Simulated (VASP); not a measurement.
# Si2Sn5 (P-6m2) in VASP: single point with PBE

Aim: the single point of Si2Sn5 with PBE.

All numbers are computed with VASP 6.6.1; they aren't measurements. Logs are shortened: lines on timing, memory, paths and dates and some standing lists are left out, and cuts for length are marked.

## Step 1: The cell of the first run

Symmetry: P-6m2, No. 187, hexagonal system. Conventional cell: a = 8.079 Å, b = 8.079 Å, c = 5.105 Å, α = 90.00°, β = 90.00°, γ = 120.00°. Within 5.4 Å of Si (site symmetry -6m2) lie 15 Sn at 4.08 to 5.32 Å and 8 Si at 5.10 to 5.32 Å. Within 4.1 Å of Si (site symmetry -6m2) lie 6 Sn at 3.11 Å. Sn (site symmetry -6m2) has 2 Sn at 2.55 Å within 3.4 Å. Sn (site symmetry mm2) has 5 Sn at 2.90 to 3.86 Å and 2 Si at 3.11 Å within 3.9 Å. Within 3.4 Å of Sn (site symmetry -6m2) lie 5 Sn at 2.55 to 2.90 Å.

The cell was built from a structure type or drawn by symmetry, and may not be a known phase.

## Step 2: Single point, PBE

INCAR reads:

```
SYSTEM = Si2Sn5
  PREC = Accurate
  ENCUT = 500
  EDIFF = 1E-6
  ISMEAR = 0
  SIGMA = 0.2
  LREAL = .FALSE.
  LASPH = .TRUE.
  NELM = 120
  ALGO = Normal
  ISIF = 2
  LWAVE = .FALSE.
  LCHARG = .FALSE.
  GGA = PE
  NBANDS = 48
  GGA_COMPAT = .FALSE.
```

KPOINTS reads:

```
regular mesh
0
G
  3 3 3
  0 0 0
```

POSCAR reads:

```
Si2Sn5
1.0
    8.0790299287      0.0000000038      0.0000000000
   -4.0395149676      6.9966451543      0.0000000000
    0.0000000000      0.0000000000      5.1048845222
Si Sn
2 5
Direct
    0.3333333333      0.6666666667      0.0000000000
    0.0000000000      0.0000000000      0.5000000000
    0.6666666667      0.3333333333      0.5000000000
    0.8736168638      0.1263831362      0.0000000000
    0.8736168638      0.7472337276      0.0000000000
    0.2527662724      0.1263831362      0.0000000000
    0.6666666667      0.3333333333      0.0000000000
```

Potentials or basis: VASP PAW PBE potentials, release 64 (Si, Sn_d).

Launch:

```bash
> cat potpaw_PBE.64/Si/POTCAR potpaw_PBE.64/Sn_d/POTCAR > POTCAR
> mpirun -np 1 vasp_std > vasp.out
```

OUTCAR:

```text
SYSTEM = Si2Sn5
   PREC = Accurate
   ENCUT = 500
   EDIFF = 1E-6
   ISMEAR = 0
   LREAL = .FALSE.
   LASPH = .TRUE.
   NELM = 120
   ISIF = 2
   GGA = PE

 ion  position               nearest neighbor table
   1  0.333  0.667  0.000-
   2  0.000  0.000  0.500-   4 3.11   4 3.11   5 3.11   5 3.11   6 3.11   6 3.11
   3  0.667  0.333  0.500-   7 2.55   7 2.55
   4  0.874  0.126  0.000-   7 2.90   5 3.06   6 3.06   2 3.11   2 3.11
   5  0.874  0.747  0.000-   7 2.90   4 3.06   6 3.06   2 3.11   2 3.11
   6  0.253  0.126  0.000-   7 2.90   4 3.06   5 3.06   2 3.11   2 3.11
   7  0.667  0.333  0.000-   3 2.55   3 2.55   4 2.90   5 2.90   6 2.90

  LATTYP: Found a hexagonal cell.
 ALAT       =     8.0790299287
 C/A-ratio  =     0.6318685000

  Lattice vectors:

 A1 = (   8.0790299287,   0.0000000038,   0.0000000000)
 A2 = (  -4.0395149676,   6.9966451543,   0.0000000000)
 A3 = (   0.0000000000,   0.0000000000,   5.1048845222)

Analysis of symmetry for initial positions (statically):
=====================================================================
 Subroutine PRICEL returns:
 Original cell was already a primitive cell.

 Routine SETGRP: Setting up the symmetry group for a
 hexagonal supercell.

 Subroutine GETGRP returns: Found 12 space group operations
 (whereof 12 operations were pure point group operations)
 out of a pool of 24 trial point group operations.

The static configuration has the point symmetry D_3h.

Analysis of symmetry for dynamics (positions and initial velocities):
=====================================================================
 Subroutine PRICEL returns:
 Original cell was already a primitive cell.

 Routine SETGRP: Setting up the symmetry group for a
 hexagonal supercell.

 Subroutine GETGRP returns: Found 12 space group operations
 (whereof 12 operations were pure point group operations)
 out of a pool of 24 trial point group operations.

The dynamic configuration has the point symmetry D_3h.

 Subroutine INISYM returns: Found 12 space group operations
 (whereof 12 operations are pure point group operations),
 and found     1 'primitive' translations

----------------------------------------------------------------------------------------

                                     Primitive cell

  volume of cell :     288.5592

  direct lattice vectors                    reciprocal lattice vectors
     8.079029929  0.000000004  0.000000000     0.123777237  0.071462821  0.000000000
    -4.039514968  6.996645154  0.000000000    -0.000000000  0.142925642  0.000000000
     0.000000000  0.000000000  5.104884522     0.000000000  0.000000000  0.195890817

  length of vectors
     8.079029929  8.079029929  5.104884522     0.142925642  0.142925642  0.195890817

  position of ions in fractional coordinates (direct lattice)
     0.333333333  0.666666667  0.000000000
     0.000000000  0.000000000  0.500000000
     0.666666667  0.333333333  0.500000000
     0.873616864  0.126383136  0.000000000
     0.873616864  0.747233728  0.000000000
     0.252766272  0.126383136  0.000000000
     0.666666667  0.333333333  0.000000000

  ion indices of the primitive-cell ions
   primitive index   ion index
                 1           1
                 2           2
                 3           3
                 4           4
                 5           5
                 6           6
                 7           7

----------------------------------------------------------------------------------------

 KPOINTS: regular mesh

Automatic generation of k-mesh.
 Grid dimensions read from file:
 generate k-points for:    3    3    3

 Generating k-lattice:

  Cartesian coordinates                     Fractional coordinates (reciprocal lattice)
     0.041259079  0.023820940  0.000000000     0.333333333  0.000000000  0.000000000
    -0.000000000  0.047641881  0.000000000     0.000000000  0.333333333  0.000000000
     0.000000000  0.000000000  0.065296939     0.000000000  0.000000000  0.333333333

  Length of vectors
     0.047641881  0.047641881  0.065296939

  Shift w.r.t. Gamma in fractional coordinates (k-lattice)
     0.000000000  0.000000000  0.000000000

 Subroutine IBZKPT returns following result:
 ===========================================

 Found      6 irreducible k-points:

 Following reciprocal coordinates:
            Coordinates               Weight
  0.000000  0.000000  0.000000      1.000000
  0.333333  0.000000  0.000000      6.000000
  0.333333  0.333333  0.000000      2.000000
  0.000000  0.000000  0.333333      2.000000
  0.333333  0.000000  0.333333     12.000000
  0.333333  0.333333  0.333333      4.000000
   k-points           NKPTS =      6   k-points in BZ     NKDIM =      6   number of bands    NBANDS=     48
   number of dos      NEDOS =    301   number of ions     NIONS =      7
   total plane-waves  NPLWV = 144000
   dimension x,y,z NGX =    60 NGY =   60 NGZ =   40
   dimension x,y,z NGXF=   120 NGYF=  120 NGZF=   80
   ions per type =               2   5
   NGX,Y,Z   is equivalent  to a cutoff of  12.35, 12.35, 13.03 a.u.
   NGXF,Y,Z  is equivalent  to a cutoff of  24.69, 24.69, 26.05 a.u.
 SYSTEM =  Si2Sn5
   PREC   = accura    normal or accurate (medium, high low for compatibility)
   ISTART =      0    job   : 0-new  1-cont  2-samecut
   ICHARG =      2    charge: 1-file 2-atom 10-const
   ISPIN  =      1    spin polarized calculation?
   LNONCOLLINEAR =      F non collinear calculations
   LSORBIT =      F    spin-orbit coupling
   LASPH  =      T    aspherical Exc in radial PAW
   ENCUT  =  500.0 eV  36.75 Ry    6.06 a.u.  14.73 14.73  9.31*2*pi/ulx,y,z
   NELM   =    120;   NELMIN=  2; NELMDL= -5     # of ELM steps
   EDIFF  = 0.1E-05   stopping-criterion for ELM
   LREAL  =      F    real-space projection
   EDIFFG = 0.1E-04   stopping-criterion for IOM
   NSW    =      0    number of steps for IOM
   IBRION =     -1    ionic relax: 0-MD 1-quasi-New 2-CG
   NFREE  =      0    steps in history (QN), initial steepest desc. (CG)
   ISIF   =      2    stress and relaxation
   ISYM   =      2    0-nonsym 1-usesym 2-fastsym
   POTIM  = 0.5000    time-step for ionic-motion
   TEBEG  =    0.0;   TEEND  =   0.0 temperature during run
   PSTRESS=    0.0 pullay stress
   NELECT =      78.0000    total number of electrons
   NUPDOWN=      -1.0000    fix difference up-down
   EMIN   =  10.00;   EMAX   =-10.00  energy-range for DOS
   EFERMI =   0.00;   METHOD = LEGACY
   ISMEAR =     0;   SIGMA  =   0.20  broadening in eV -4-tet -1-fermi 0-gaus
   EFERMI_NEDOS =   21; number of points for ismear=-14 and -15
   IALGO  =     38    algorithm
   IMIX   =      4    mixing-type and parameters
     AMIX     =   0.40;   BMIX     =  1.00
     AMIX_MAG =   1.60;   BMIX_MAG =  1.00
  volume/ion in A,a.u.               =      41.22       278.18
  Fermi-wavevector in a.u.,A,eV,Ry     =   1.058509  2.000293 15.244540  1.120442
  Thomas-Fermi vector in A             =   2.193821
   LORBIT       =      0    0 simple, 1 ext, 2 COOP (PROOUT), +10 PAW based schemes
   GGA     = PE    functional components
   LHFCALC =     F    Hartree Fock is set to
   AEXX    =    0.0000 exact exchange contribution
   IVDW    =     0    specifies the selected vdW correction
   LEPSILON=     F    determine dielectric tensor
   LRPA    =     F    only Hartree local field effects (RPA)
 non-spin polarized calculation
 Gauss-broadening in eV      SIGMA  =   0.20
  energy-cutoff  :      500.00
  volume of cell :      288.56
 maximum number of plane-waves:      7353
 NGX is ok and might be reduce to    60
   NGX = 29   NGY = 29   NGZ = 19

 number of electron      78.0000002 magnetization

 Free energy of the ion-electron system (eV)
  ---------------------------------------------------
  ext. energy  EPLUGINS =         0.00000000
  ---------------------------------------------------
  free energy    TOTEN  =       -21.77369973 eV

  energy without entropy =      -21.67974770  energy(sigma->0) =      -21.72672372

 E-fermi :   3.2087     XC(G=0):  -7.7712

 val. band max:        3.1746555374   @ k =   0.3333   0.3333   0.3333
 cond. band min:       3.2151198255   @ k =   0.3333   0.3333   0.3333
 fundamental gap:      0.0404642881
 Fermi energy:         3.2087353341

 k-point     1 :       0.0000    0.0000    0.0000
  band No.  band energies     occupation
      1     -19.9125      2.00000
      2     -19.3258      2.00000
      3     -19.3258      2.00000
      4     -19.0284      2.00000
      5     -19.0284      2.00000
      6     -18.9493      2.00000
[... 40 lines left out ...]
     47       5.8400      0.00000
     48       5.8472      0.00000

 k-point     2 :       0.3333    0.0000    0.0000
  band No.  band energies     occupation
      1     -19.9123      2.00000
      2     -19.3260      2.00000
      3     -19.3258      2.00000
      4     -19.0364      2.00000
      5     -19.0296      2.00000
      6     -18.9530      2.00000
[... 40 lines left out ...]
     47       5.4941      0.00000
     48       5.7845      0.00000

 k-point     3 :       0.3333    0.3333    0.0000
  band No.  band energies     occupation
      1     -19.9122      2.00000
      2     -19.3261      2.00000
      3     -19.3258      2.00000
      4     -19.0382      2.00000
      5     -19.0323      2.00000
      6     -18.9538      2.00000
[... 40 lines left out ...]
     47       5.0792      0.00000
     48       5.9674      0.00000

 k-point     4 :       0.0000    0.0000    0.3333
  band No.  band energies     occupation
      1     -19.5675      2.00000
      2     -19.1888      2.00000
      3     -19.1888      2.00000
      4     -19.0136      2.00000
      5     -19.0136      2.00000
      6     -18.9644      2.00000
[... 40 lines left out ...]
     47       6.0050      0.00000
     48       6.2702      0.00000

 k-point     5 :       0.3333    0.0000    0.3333
  band No.  band energies     occupation
      1     -19.5670      2.00000
      2     -19.1890      2.00000
      3     -19.1888      2.00000
      4     -19.0233      2.00000
      5     -19.0150      2.00000
      6     -18.9662      2.00000
[... 40 lines left out ...]
     47       5.7119      0.00000
     48       6.2399      0.00000

 k-point     6 :       0.3333    0.3333    0.3333
  band No.  band energies     occupation
      1     -19.5668      2.00000
      2     -19.1891      2.00000
      3     -19.1888      2.00000
      4     -19.0256      2.00000
      5     -19.0183      2.00000
      6     -18.9665      2.00000
[... 40 lines left out ...]
     47       6.5662      0.00000
     48       6.5694      0.00000

------------------------ aborting loop because EDIFF is reached ----------------------------------------

  FORCE on cell =-STRESS in cart. coord.  units (eV):
  Direction    XX          YY          ZZ          XY          YZ          ZX
  --------------------------------------------------------------------------------------
  -------------------------------------------------------------------------------------
  Total       -0.1428397     -0.1428397      0.0985011     -0.0000000      0.0000000      0.0000000
  in kB       -0.7930936     -0.7930936      0.5469109     -0.0000000      0.0000000      0.0000000
  external PRESSURE =      -0.3464254 kB  Pullay stress =       0.0000000 kB

 VOLUME and BASIS-vectors are now :
 -----------------------------------------------------------------------------
  energy-cutoff  :      500.00
  volume of cell :      288.56
      direct lattice vectors                 reciprocal lattice vectors
     8.079029929  0.000000004  0.000000000     0.123777237  0.071462821  0.000000000
    -4.039514968  6.996645154  0.000000000    -0.000000000  0.142925642  0.000000000
     0.000000000  0.000000000  5.104884522     0.000000000  0.000000000  0.195890817

 POSITION                                       TOTAL-FORCE (eV/Angst)
 -----------------------------------------------------------------------------------
     -0.00000      4.66443      0.00000         0.000000      0.000000      0.000000
      0.00000      0.00000      2.55244         0.000000      0.000000      0.000000
      4.03951      2.33222      2.55244         0.000000      0.000000      0.000000
      6.54745      0.88426      0.00000         0.013437     -0.007758     -0.000000
      4.03951      5.22813      0.00000        -0.000000      0.015516     -0.000000
      1.53158      0.88426      0.00000        -0.013437     -0.007758     -0.000000
      4.03951      2.33222      0.00000        -0.000000      0.000000      0.000000
 -----------------------------------------------------------------------------------
    total drift:                               -0.000000      0.000000     -0.000000

  FREE ENERGIE OF THE ION-ELECTRON SYSTEM (eV)
  ---------------------------------------------------
  free  energy   TOTEN  =       -21.7736997335 eV

  energy  without entropy=      -21.6797476997  energy(sigma->0) =      -21.72672372
```

Wall time 2.6 min (1 thread of Intel Xeon 8259CL, shared host); peak memory 0.39 GiB.

Results:

* Free energy: -21.7737 eV
* Pressure: 0.0 GPa
* Largest force: 0.016 eV/Å
* Band gap on the k mesh: zero (bands 39 and 40 overlap by 0.38 eV)

Forces on the atoms (eV/Å):
```
Si   0.000  0.000  0.000
Si   0.000  0.000  0.000
Sn   0.000  0.000  0.000
Sn   0.013 -0.008  0.000
Sn   0.000  0.016  0.000
Sn  -0.013 -0.008  0.000
Sn   0.000  0.000  0.000
```

Levels at points of the mesh, in eV from the Fermi level:
```
           k point  band 35  band 36  band 37  band 38  band 39  band 40  band 41  band 42  band 43  band 44
(0.00, 0.00, 0.00)    -3.13    -2.80    -0.26    -0.26    -0.05     0.27     0.27     0.64     0.66     0.66
```

Caveat: the k points lie up to 0.41 Å⁻¹ apart; semilocal functionals underestimate gaps, so a narrow gap can read as zero; spin-orbit coupling is left out, which moves the levels of the heavy elements.
